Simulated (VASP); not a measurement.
**SiC: single point with PBE**

The system is SiC.

```
Si C
1.0
     3.10611    0.00000    0.00000
    -1.55305    2.68997    0.00000
     0.00000    0.00000    5.04004
Si C
2 2
Direct
  0.33333 0.66667 0.99906
  0.66667 0.33333 0.49906
  0.33333 0.66667 0.37594
  0.66667 0.33333 0.87594
```

This cell differs from its parent crystal: epitaxial xy strain +1.0%.

```json
{
  "Program": "VASP 6.6.1",
  "Task": "single point",
  "Functional": "PBE",
  "Potentials or basis": "VASP PAW PBE potentials, release 64 (Si, C)",
  "Cutoff": "520 eV",
  "k mesh": "6 × 6 × 4",
  "Occupations": "gaussian, width 0.01 eV",
  "Spin": "no spin polarisation"
}
```

```json
{"Pressure": "-0.6 GPa", "Largest force": "0.019 eV/Å", "Band gap on the k mesh": "2.38 eV, indirect (least direct gap 3.84 eV)"}
```

Forces in eV/Å, atoms in the order of the input:
```
Si   0.000  0.000 -0.019
Si   0.000  0.000 -0.019
C    0.000  0.000  0.019
C    0.000  0.000  0.019
```

Stress tensor (GPa, compression positive):
```
-2.37  0.00  0.00
 0.00 -2.37  0.00
 0.00  0.00  3.05
```

Levels at points of the mesh, in eV from the valence-band top:
| k point | band 5 | band 6 | band 7 | band 8 | band 9 | band 10 | band 11 | band 12 |
| --- | --- | --- | --- | --- | --- | --- | --- | --- |
| (0.00, 0.00, 0.00) | -1.36 | -0.01 | 0.00 | 0.00 | 4.50 | 6.18 | 6.49 | 6.49 |
| (0.50, 0.00, 0.00) | -5.34 | -3.32 | -3.20 | -1.16 | 2.68 | 4.31 | 6.76 | 7.06 |
| (0.00, 0.00, 0.50) | -0.74 | -0.74 | -0.74 | -0.74 | 5.63 | 5.63 | 7.19 | 7.19 |
| (0.50, 0.00, 0.50) | -2.44 | -2.44 | -2.22 | -2.22 | 3.30 | 3.30 | 5.24 | 5.24 |

Wall time 21 s on 1 thread of Intel Xeon 8259CL (shared host), peak memory 0.15 GiB.

Caveat: the cell differs from its parent crystal (epitaxial xy strain +1.0%). A k mesh can miss the band edges.
